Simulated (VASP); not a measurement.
**Al (a cell with a defect): single point with PBEsol**

The system is Al (a cell with a defect).

```
CELL_PARAMETERS angstrom
6.02333 2.00778 4.01556
-6.02333 -2.00778 4.01556
2.00778 -6.02333 -4.01556
ATOMIC_POSITIONS crystal
Al 0.04854 0.34709 0.89563
Al 0.59163 0.19593 0.79839
Al 0.10246 0.70676 0.79839
Al 0.19754 0.39324 0.60161
Al 0.29593 0.09754 0.40430
Al 0.55188 0.85214 0.90402
Al 0.65000 0.55000 0.70000
Al 0.74812 0.24786 0.49598
Al 0.00407 0.00246 0.99570
Al 0.25146 0.75291 0.50437
Al 0.34786 0.45188 0.29975
Al 0.44709 0.15146 0.09855
Al 0.70837 0.90407 0.60161
Al 0.80676 0.60837 0.40430
Al 0.90000 0.30000 0.20000
Al 0.40000 0.80000 0.20000
Al 0.49324 0.49163 0.99570
Al 0.85291 0.94854 0.30145
Al 0.95214 0.64812 0.10025
```

```
Program             : VASP 6.6.1
Task                : single point
Functional          : PBEsol
Potentials or basis : VASP PAW PBE potentials, release 64 (Al)
Cutoff              : 520 eV
k mesh              : 4 × 4 × 4
Occupations         : gaussian, width 0.1 eV
Spin                : no spin polarisation
```

* Pressure: -1.2 GPa
* Largest force: 0.005 eV/Å

Forces on the atoms (eV/Å):
```
Al  -0.005 -0.001  0.000
Al   0.002  0.000 -0.001
Al   0.002  0.000  0.001
Al  -0.002  0.000 -0.001
Al   0.000  0.002 -0.001
Al   0.003  0.002  0.000
Al   0.000  0.000  0.000
Al  -0.003 -0.002  0.000
Al   0.000 -0.002  0.001
Al   0.005  0.001  0.000
Al   0.002 -0.003  0.000
Al   0.001 -0.005  0.000
Al  -0.002  0.000  0.001
Al   0.000  0.002  0.001
Al   0.000  0.000  0.000
Al   0.000  0.000  0.000
Al   0.000 -0.002 -0.001
Al  -0.001  0.005  0.000
Al  -0.002  0.003  0.000
```

Stress tensor (GPa, compression positive):
```
-1.10  0.00  0.00
 0.00 -1.10  0.00
 0.00  0.00 -1.26
```

Levels at points of the mesh, in eV from the Fermi level:
| k point | band 26 | band 27 | band 28 | band 29 | band 30 | band 31 |
| --- | --- | --- | --- | --- | --- | --- |
| (0.00, 0.00, 0.00) | 0.03 | 0.04 | 0.18 | 0.27 | 0.27 | 0.51 |
| (0.50, 0.00, 0.00) | -0.37 | -0.14 | -0.11 | -0.08 | 0.33 | 0.84 |
| (0.50, 0.50, 0.00) | -0.65 | -0.47 | -0.23 | 0.63 | 0.66 | 0.75 |
| (0.50, 0.50, 0.50) | -1.61 | -1.29 | -1.17 | -1.04 | -1.04 | -1.01 |

Run time: 5.1 min on 1 thread of Intel(R) Xeon(R) Platinum 8259CL CPU @ 2.50GHz (Skylake/Cascade Lake), on a shared host, peak memory 0.44 GiB.

Caveat: the PAW data sets were made with another functional, which shifts forces and pressure a little.
